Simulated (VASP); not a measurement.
The system is CdHgS2.

```
Cd S Hg
1.0
     4.18085    0.00000    0.00000
     0.00000    4.18085    0.00000
     0.00000    0.00000    5.88430
Cd S Hg
1 2 1
Direct
  0.00000 0.00000 0.00000
  0.00000 0.50000 0.24656
  0.50000 0.00000 0.75344
  0.50000 0.50000 0.50000
```

Base run:

```yaml
Program: VASP 6.6.1
Functional: PBEsol
Potentials_or_basis: VASP PAW PBE potentials, release 64 (Cd, S, Hg)
Cutoff: 500 eV
k_mesh: 4 × 4 × 4, shifted
Occupations: gaussian, width 0.01 eV
Spin: no spin polarisation
```

Its results: band gap on the k mesh 1.82 eV, direct; pressure -1.3 GPa; largest force 0.029 eV/Å.

Q: The run is repeated on the same cell with these changes: k mesh from 4 × 4 × 4, shifted to 4 × 4 × 4. What comes out?

A: Band gap on the k mesh 0.15 eV, direct; pressure -1.2 GPa; largest force 0.010 eV/Å.

Caveats: the PAW data sets were made with another functional, which shifts forces and pressure a little; spin-orbit coupling is left out, which moves the levels of the heavy elements.

A k mesh can miss the band edges.
